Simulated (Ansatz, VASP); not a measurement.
## Two plane-wave programs on KMgF3

Contents of INCAR:

```
SYSTEM = KMgF3
  ALGO = Normal
  EDIFF = 1E-6
  ENCUT = 520
  GGA = PE
  ISIF = 2
  ISMEAR = 0
  IVDW = 12
  LASPH = .True.
  LCHARG = .True.
  LELF = .True.
  LREAL = .False.
  LVHAR = .True.
  LWAVE = .False.
  NBANDS = 24
  NELM = 60
  PREC = Accurate
  SIGMA = 0.01
```

The input KPOINTS:

```
k-points
0
Gamma
  6 6 6
  0 0 0
```

Contents of POSCAR:

```
KMgF3
1.0
    4.0325305745      0.0000000000      0.0000000000
    0.0000000000      4.0325305745      0.0000000000
    0.0000000000      0.0000000000      4.0325305745
K Mg F
1 1 3
Direct
    0.5000000000      0.5000000000      0.5000000000
    0.0000000000      0.0000000000      0.0000000000
    0.5000000000      0.0000000000      0.0000000000
    0.0000000000      0.5000000000      0.0000000000
    0.0000000000      0.0000000000      0.5000000000
```

Input for Ansatz:

```yaml
crystal:
  lattice:
    - [4.0325305745, 0.0, 0.0]
    - [0.0, 4.0325305745, 0.0]
    - [0.0, 0.0, 4.0325305745]
  atoms:
    - { symbol: K, position: [0.5, 0.5, 0.5] }
    - { symbol: Mg, position: [0.0, 0.0, 0.0] }
    - { symbol: F, position: [0.5, 0.0, 0.0] }
    - { symbol: F, position: [0.0, 0.5, 0.0] }
    - { symbol: F, position: [0.0, 0.0, 0.5] }
scf:
  occupations: { method: fixed }
output:
  forces: true
  stress: true
  eigenvalues: true
hamiltonian:
  xc: pbe
  dispersion: d3bj
basis:
  ecutwfc: 560
kpoints:
  mp_grid: { grid: [6, 6, 6] }
```

Alike in both runs: task single point; functional PBE; dispersion D3(BJ); k mesh 6 × 6 × 6; no spin polarisation.

|  | VASP | Ansatz |
| --- | --- | --- |
| version | VASP 6.6.1 | Ansatz 0.2.0 |
| potentials or method | VASP PAW PBE potentials, release 64 (K_sv, Mg, F), cutoff 520 eV | scalar-relativistic, plane waves, PAW |
| occupations | gaussian, width 0.01 eV | fixed |
| valence electrons in the cell | 32 | 40 |

VASP gave:

```
gap on the k mesh at the Fermi level (eV) : 7.04
least direct gap on the mesh (eV)         : 7.37
pressure (GPa)                            : -1.2
```

Problem. What did Ansatz give for the same quantities?

Solution. gap on the k mesh at the Fermi level (eV): 7.07; least direct gap on the mesh (eV): 7.39; pressure (GPa): -0.8.

VASP's potentials hold 32 valence electrons a cell and Ansatz's 40, so a difference there can come from the potentials and not from the codes.
